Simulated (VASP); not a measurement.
Set up this calculation in VASP 6.6.1, as the native input.

- Task: single point
- Functional: PBE
- Potentials or basis: VASP PAW PBE potentials, release 64 (Cr_pv)
- Cutoff: 520 eV
- k mesh: 15 × 15 × 15
- Occupations: methfessel-paxton, width 0.03 eV
- Spin: no spin polarisation
- Dipole correction: no
- Further INCAR settings: ALGO = Normal; EDIFF = 1e-06; NBANDS = 12

The structure of Cr lies in POSCAR:

```
Cr
1.0
   -1.4243177237      1.4243177237      1.4243177237
    1.4243177237     -1.4243177237      1.4243177237
    1.4243177237      1.4243177237     -1.4243177237
Cr
1
Direct
    0.0000000000      0.0000000000      0.0000000000
```

These files were run (other wordings do the same):

INCAR

```
SYSTEM = Cr
PREC = Accurate
ENCUT = 520
EDIFF = 1E-6
ISMEAR = 1
SIGMA = 0.03
LREAL = .FALSE.
LASPH = .TRUE.
NELM = 80
ALGO = Normal
ISIF = 2
LWAVE = .FALSE.
LCHARG = .FALSE.
GGA = PE
NBANDS = 12
```

KPOINTS

```
regular mesh
0
G
  15 15 15
  0 0 0
```

Potentials or basis: VASP PAW PBE potentials, release 64 (Cr_pv).

The run is started by

```console
$ cat potpaw_PBE.64/Cr_pv/POTCAR > POTCAR
$ mpirun -np 1 vasp_std > vasp.out
```

Results of the run:

The pressure is -0.9 GPa and the band gap on the k mesh is zero (band 6 reaches 13.30 eV, above the bottom of band 7 at 10.07 eV).

Caveat: the run has no spin polarisation, though such a crystal can be magnetic.

It took 9.9 s on 1 thread of Intel Xeon 6975P-C, with other jobs on the host, peak memory 0.13 GiB.
